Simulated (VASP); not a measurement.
# Be (P6_3/mmc) in VASP: a series of runs

Runs on Be. Level: LDA. Tasks: single point.

Everything below comes from runs of VASP 6.6.1. Logs are shortened: lines on timing, memory, paths and dates and some standing lists are left out, and cuts for length are marked.

## Step 1: The cell of the first run

It takes space group P6_3/mmc (No. 194, hexagonal). Conventional cell: a = 2.230 Å, b = 2.230 Å, c = 3.508 Å, α = 90.00°, β = 90.00°, γ = 120.00°. Be (site symmetry -6m2) has 12 Be at 2.18 to 2.23 Å within 2.9 Å.

## Step 2: Single point, LDA

INCAR

```
PREC = Accurate ; ENCUT = 520
EDIFF = 1E-6 ; ISMEAR = -1
SIGMA = 0.03 ; LREAL = False
LASPH = True ; NELM = 100
ALGO = Normal ; ISIF = 2
LWAVE = False ; LCHARG = True
LELF = True ; LVHAR = True
NBANDS = 9
```

KPOINTS

```
Automatic mesh
0
Gamma
  16 16 9
```

POSCAR

```
Be
1.0
    2.2295160349      0.0000000000      0.0000000000
   -1.1147580175      1.9308175243      0.0000000000
    0.0000000000      0.0000000000      3.5083258361
Be
2
Direct
    0.3333333333      0.6666666667      0.2500000000
    0.6666666667      0.3333333333      0.7500000000
```

Potentials or basis: VASP PAW LDA potentials, release 64 (Be).

Started as:

```sh
$ cat potpaw_LDA.64/Be/POTCAR > POTCAR
$ mpirun -np 1 vasp_std > vasp.out
```

OUTCAR:

```text
PREC = Accurate
   ENCUT = 520
   EDIFF = 1E-6
   ISMEAR = -1
   LREAL = False
   LASPH = True
   NELM = 100
   ISIF = 2

 ion  position               nearest neighbor table
   1  0.333  0.667  0.250-   2 2.18   2 2.18   2 2.18   2 2.18   2 2.18   2 2.18
   2  0.667  0.333  0.750-   1 2.18   1 2.18   1 2.18   1 2.18   1 2.18   1 2.18

  LATTYP: Found a hexagonal cell.
 ALAT       =     2.2295160349
 C/A-ratio  =     1.5735817914

  Lattice vectors:

 A1 = (   2.2295160349,   0.0000000000,   0.0000000000)
 A2 = (  -1.1147580175,   1.9308175243,   0.0000000000)
 A3 = (   0.0000000000,   0.0000000000,   3.5083258361)

Analysis of symmetry for initial positions (statically):
=====================================================================
 Subroutine PRICEL returns:
 Original cell was already a primitive cell.

 Routine SETGRP: Setting up the symmetry group for a
 hexagonal supercell.

 Subroutine GETGRP returns: Found 24 space group operations
 (whereof 12 operations were pure point group operations)
 out of a pool of 24 trial point group operations.

The static configuration has the point symmetry D_3d.
 The point group associated with its full space group is D_6h.

Analysis of symmetry for dynamics (positions and initial velocities):
=====================================================================
 Subroutine PRICEL returns:
 Original cell was already a primitive cell.

 Routine SETGRP: Setting up the symmetry group for a
 hexagonal supercell.

 Subroutine GETGRP returns: Found 24 space group operations
 (whereof 12 operations were pure point group operations)
 out of a pool of 24 trial point group operations.

The dynamic configuration has the point symmetry D_3d.
 The point group associated with its full space group is D_6h.

 Subroutine INISYM returns: Found 24 space group operations
 (whereof 12 operations are pure point group operations),
 and found     1 'primitive' translations

----------------------------------------------------------------------------------------

                                     Primitive cell

  volume of cell :      15.1026

  direct lattice vectors                    reciprocal lattice vectors
     2.229516035  0.000000000  0.000000000     0.448527835  0.258957666  0.000000000
    -1.114758018  1.930817524  0.000000000     0.000000000  0.517915332  0.000000000
     0.000000000  0.000000000  3.508325836     0.000000000  0.000000000  0.285036239

  length of vectors
[... 81 lines left out ...]
   NELM   =    100;   NELMIN=  2; NELMDL= -5     # of ELM steps
   EDIFF  = 0.1E-05   stopping-criterion for ELM
   LREAL  =      F    real-space projection
   EDIFFG = 0.1E-04   stopping-criterion for IOM
   NSW    =      0    number of steps for IOM
   IBRION =     -1    ionic relax: 0-MD 1-quasi-New 2-CG
   NFREE  =      0    steps in history (QN), initial steepest desc. (CG)
   ISIF   =      2    stress and relaxation
   ISYM   =      2    0-nonsym 1-usesym 2-fastsym
   POTIM  = 0.5000    time-step for ionic-motion
   TEBEG  =    0.0;   TEEND  =   0.0 temperature during run
   PSTRESS=    0.0 pullay stress
   NELECT =       4.0000    total number of electrons
   NUPDOWN=      -1.0000    fix difference up-down
   EMIN   =  10.00;   EMAX   =-10.00  energy-range for DOS
   EFERMI =   0.00;   METHOD = LEGACY
   ISMEAR =    -1;   SIGMA  =   0.03  broadening in eV -4-tet -1-fermi 0-gaus
   EFERMI_NEDOS =   21; number of points for ismear=-14 and -15
   IALGO  =     38    algorithm
   IMIX   =      4    mixing-type and parameters
     AMIX     =   0.40;   BMIX     =  1.00
     AMIX_MAG =   1.60;   BMIX_MAG =  1.00
  volume/ion in A,a.u.               =       7.55        50.96
  Fermi-wavevector in a.u.,A,eV,Ry     =   1.051343  1.986749 15.038807  1.105321
  Thomas-Fermi vector in A             =   2.186382
   LORBIT       =      0    0 simple, 1 ext, 2 COOP (PROOUT), +10 PAW based schemes
   GGA     = CA    functional components
   LHFCALC =     F    Hartree Fock is set to
   AEXX    =    0.0000 exact exchange contribution
   IVDW    =     0    specifies the selected vdW correction
   LEPSILON=     F    determine dielectric tensor
   LRPA    =     F    only Hartree local field effects (RPA)
 non-spin polarized calculation
  energy-cutoff  :      520.00
  volume of cell :       15.10
 maximum number of plane-waves:       424
 NGX is ok and might be reduce to    18
   NGX =  9   NGY =  9   NGZ = 13

 number of electron       4.0000000 magnetization

 Free energy of the ion-electron system (eV)
  ---------------------------------------------------
  ext. energy  EPLUGINS =         0.00000000
  ---------------------------------------------------
  free energy    TOTEN  =        -8.42391044 eV

  energy without entropy =       -8.42340431  energy(sigma->0) =       -8.42365738

 E-fermi :   7.1008     XC(G=0): -10.7733

 val. band max:        7.0926950011   @ k =   0.3125   0.1250   0.0000
 cond. band min:       7.1193647594   @ k =   0.2500   0.2500   0.1111
 fundamental gap:      0.0266697583
 Fermi energy:         7.1007610589

 k-point     1 :       0.0000    0.0000    0.0000
  band No.  band energies     occupation
      1      -4.3016      2.00000
      2       2.5473      2.00000
      3       8.5491      0.00000
      4      23.4467      0.00000
      5      23.4467      0.00000
      6      26.3776      0.00000
      7      26.3776      0.00000
      8      28.4988      0.00000
      9      35.1402      0.00000
[... 265 lines left out ...]
 k-point    24 :       0.2500    0.1875    0.0000
  band No.  band energies     occupation
      1      -0.1243      2.00000
      2       8.0530      0.00000
      3       8.1610      0.00000
      4      11.1268      0.00000
      5      15.1644      0.00000
      6      19.3432      0.00000
      7      22.4788      0.00000
      8      23.5382      0.00000
      9      24.7699      0.00000

 [... further k-points ...]
[... 5 lines left out ...]
  --------------------------------------------------------------------------------------
  -------------------------------------------------------------------------------------
  Total        0.0476156      0.0476156      0.0275697     -0.0000000      0.0000000      0.0000000
  in kB        5.0513595      5.0513595      2.9247656     -0.0000000      0.0000000      0.0000000
  external PRESSURE =       4.3424949 kB  Pullay stress =       0.0000000 kB

 VOLUME and BASIS-vectors are now :
 -----------------------------------------------------------------------------
  energy-cutoff  :      520.00
  volume of cell :       15.10
      direct lattice vectors                 reciprocal lattice vectors
     2.229516035  0.000000000  0.000000000     0.448527835  0.258957666  0.000000000
    -1.114758018  1.930817524  0.000000000     0.000000000  0.517915332  0.000000000
     0.000000000  0.000000000  3.508325836     0.000000000  0.000000000  0.285036239

 POSITION                                       TOTAL-FORCE (eV/Angst)
 -----------------------------------------------------------------------------------
     -0.00000      1.28721      0.87708        -0.000000      0.000000      0.000000
      1.11476      0.64361      2.63124         0.000000     -0.000000      0.000000
 -----------------------------------------------------------------------------------
    total drift:                                0.000000     -0.000000      0.000000

  FREE ENERGIE OF THE ION-ELECTRON SYSTEM (eV)
  ---------------------------------------------------
  free  energy   TOTEN  =        -8.4239104449 eV

  energy  without entropy=       -8.4234043126  energy(sigma->0) =       -8.42365738
```

Run time: 17 s. Hardware: 1 thread of Intel Xeon Platinum 8259CL at 2.50GHz (Skylake/Cascade Lake), shared host; peak memory 0.12 GiB.

What came out:

- Free energy: -8.4239 eV
- Pressure: 0.4 GPa
- Band gap on the k mesh: zero (band 2 reaches 8.05 eV, above the bottom of band 3 at 6.47 eV)

## Step 3: Single point, LDA

INCAR

```
SYSTEM = Be
PREC     = Accurate       ! precision mode
ENCUT    = 520            ! plane-wave cutoff, eV
EDIFF    = 1E-6           ! SCF threshold, eV
ISMEAR   = -1             ! smearing method
SIGMA    = 0.2            ! smearing width, eV
LREAL    = .FALSE.        ! projectors in reciprocal space
LASPH    = .TRUE.         ! aspherical terms in the spheres
NELM     = 80             ! most SCF steps
ALGO     = Normal         ! electronic algorithm
ISIF     = 2              ! what is computed and relaxed
LWAVE    = .FALSE.        ! write WAVECAR
LCHARG   = .TRUE.         ! write CHGCAR
LELF     = .TRUE.         ! ELF
LVHAR    = .TRUE.       
NBANDS   = 9              ! bands
```

KPOINTS

```
regular mesh
0
G
  16 16 9
  0 0 0
```

POSCAR is that of step 2.

Potentials or basis: VASP PAW LDA potentials, release 64 (Be).

Started as:

```sh
$ cat potpaw_LDA.64/Be/POTCAR > POTCAR
$ mpirun -np 1 vasp_std > vasp.out
```

OUTCAR:

```text
SYSTEM = Be
   PREC = Accurate
   ENCUT = 520
   EDIFF = 1E-6
   ISMEAR = -1
   LREAL = .FALSE.
   LASPH = .TRUE.
   NELM = 80
   ISIF = 2

 ion  position               nearest neighbor table
   1  0.333  0.667  0.250-   2 2.18   2 2.18   2 2.18   2 2.18   2 2.18   2 2.18
   2  0.667  0.333  0.750-   1 2.18   1 2.18   1 2.18   1 2.18   1 2.18   1 2.18

  LATTYP: Found a hexagonal cell.
 ALAT       =     2.2295160349
 C/A-ratio  =     1.5735817914

  Lattice vectors:

 A1 = (   2.2295160349,   0.0000000000,   0.0000000000)
 A2 = (  -1.1147580175,   1.9308175243,   0.0000000000)
 A3 = (   0.0000000000,   0.0000000000,   3.5083258361)

Analysis of symmetry for initial positions (statically):
=====================================================================
 Subroutine PRICEL returns:
 Original cell was already a primitive cell.

 Routine SETGRP: Setting up the symmetry group for a
 hexagonal supercell.

 Subroutine GETGRP returns: Found 24 space group operations
 (whereof 12 operations were pure point group operations)
 out of a pool of 24 trial point group operations.

The static configuration has the point symmetry D_3d.
 The point group associated with its full space group is D_6h.

Analysis of symmetry for dynamics (positions and initial velocities):
=====================================================================
 Subroutine PRICEL returns:
 Original cell was already a primitive cell.

 Routine SETGRP: Setting up the symmetry group for a
 hexagonal supercell.

 Subroutine GETGRP returns: Found 24 space group operations
 (whereof 12 operations were pure point group operations)
 out of a pool of 24 trial point group operations.

The dynamic configuration has the point symmetry D_3d.
 The point group associated with its full space group is D_6h.

 Subroutine INISYM returns: Found 24 space group operations
 (whereof 12 operations are pure point group operations),
 and found     1 'primitive' translations

[... 115 lines left out ...]
  volume/ion in A,a.u.               =       7.55        50.96
  Fermi-wavevector in a.u.,A,eV,Ry     =   1.051343  1.986749 15.038807  1.105321
  Thomas-Fermi vector in A             =   2.186382
   LORBIT       =      0    0 simple, 1 ext, 2 COOP (PROOUT), +10 PAW based schemes
   GGA     = CA    functional components
   LHFCALC =     F    Hartree Fock is set to
   AEXX    =    0.0000 exact exchange contribution
   IVDW    =     0    specifies the selected vdW correction
   LEPSILON=     F    determine dielectric tensor
   LRPA    =     F    only Hartree local field effects (RPA)
 non-spin polarized calculation
  energy-cutoff  :      520.00
  volume of cell :       15.10
 maximum number of plane-waves:       424
 NGX is ok and might be reduce to    18
   NGX =  9   NGY =  9   NGZ = 13

 number of electron       4.0000000 magnetization

 Free energy of the ion-electron system (eV)
  ---------------------------------------------------
  ext. energy  EPLUGINS =         0.00000000
  ---------------------------------------------------
  free energy    TOTEN  =        -8.43085247 eV

  energy without entropy =       -8.41500541  energy(sigma->0) =       -8.42292894

 E-fermi :   7.1305     XC(G=0): -10.7733

 val. band max:        7.1192110645   @ k =   0.2500   0.2500   0.1111
 cond. band min:       7.1727160985   @ k =   0.3125   0.0625   0.0000
 fundamental gap:      0.0535050339
 Fermi energy:         7.1305374870

 k-point     1 :       0.0000    0.0000    0.0000
  band No.  band energies     occupation
      1      -4.3016      2.00000
      2       2.5474      2.00000
      3       8.5488      0.00166
      4      23.4466      0.00000
      5      23.4466      0.00000
      6      26.3776      0.00000
      7      26.3776      0.00000
      8      28.4987      0.00000
      9      35.1401      0.00000
[... 265 lines left out ...]
 k-point    24 :       0.2500    0.1875    0.0000
  band No.  band energies     occupation
      1      -0.1244      2.00000
      2       8.0531      0.01966
      3       8.1608      0.01152
      4      11.1267      0.00000
      5      15.1643      0.00000
      6      19.3431      0.00000
      7      22.4786      0.00000
      8      23.5380      0.00000
      9      24.7701      0.00000

 [... further k-points ...]
[... 5 lines left out ...]
  --------------------------------------------------------------------------------------
  -------------------------------------------------------------------------------------
  Total        0.0334565      0.0334565      0.0640957     -0.0000000      0.0000000      0.0000000
  in kB        3.5492717      3.5492717      6.7996635     -0.0000000      0.0000000      0.0000000
  external PRESSURE =       4.6327356 kB  Pullay stress =       0.0000000 kB

 VOLUME and BASIS-vectors are now :
 -----------------------------------------------------------------------------
  energy-cutoff  :      520.00
  volume of cell :       15.10
      direct lattice vectors                 reciprocal lattice vectors
     2.229516035  0.000000000  0.000000000     0.448527835  0.258957666  0.000000000
    -1.114758018  1.930817524  0.000000000     0.000000000  0.517915332  0.000000000
     0.000000000  0.000000000  3.508325836     0.000000000  0.000000000  0.285036239

 POSITION                                       TOTAL-FORCE (eV/Angst)
 -----------------------------------------------------------------------------------
     -0.00000      1.28721      0.87708         0.000000     -0.000000      0.000000
      1.11476      0.64361      2.63124        -0.000000      0.000000      0.000000
 -----------------------------------------------------------------------------------
    total drift:                                0.000000     -0.000000      0.000000

  FREE ENERGIE OF THE ION-ELECTRON SYSTEM (eV)
  ---------------------------------------------------
  free  energy   TOTEN  =        -8.4308524718 eV

  energy  without entropy=       -8.4150054050  energy(sigma->0) =       -8.42292894
```

stdout:

```text
POSCAR found type information on POSCAR Be
 POSCAR found :  1 types and       2 ions
 scaLAPACK will be used
 LDA part: xc-table for (Slater(with rela. corr.)+CA(PZ))
 , standard interpolation
 POSCAR, INCAR and KPOINTS ok, starting setup
 FFT: planning ... GRIDC
 FFT: planning ... GRID_SOFT
 FFT: planning ... GRID
 WAVECAR not read
 entering main loop
```

Run time: 22 s. Hardware: 1 thread of Intel Xeon Platinum 8259CL at 2.50GHz (Skylake/Cascade Lake), shared host; peak memory 0.12 GiB.

What came out:

* Free energy: -8.4309 eV
* Pressure: 0.5 GPa
* Band gap on the k mesh: zero (band 2 reaches 8.05 eV, above the bottom of band 3 at 6.47 eV)

Stress tensor (GPa, compression positive):
```
0.35 0.00 0.00
0.00 0.35 0.00
0.00 0.00 0.68
```

Levels at points of the mesh, in eV from the Fermi level:
```
           k point  band 1  band 2  band 3  band 4  band 5  band 6  band 7
(0.00, 0.00, 0.00)  -11.43   -4.58    1.42   16.32   16.32   19.25   19.25
(0.50, 0.00, 0.00)   -5.14   -3.11    3.70    6.69    7.09    9.60   10.59
```
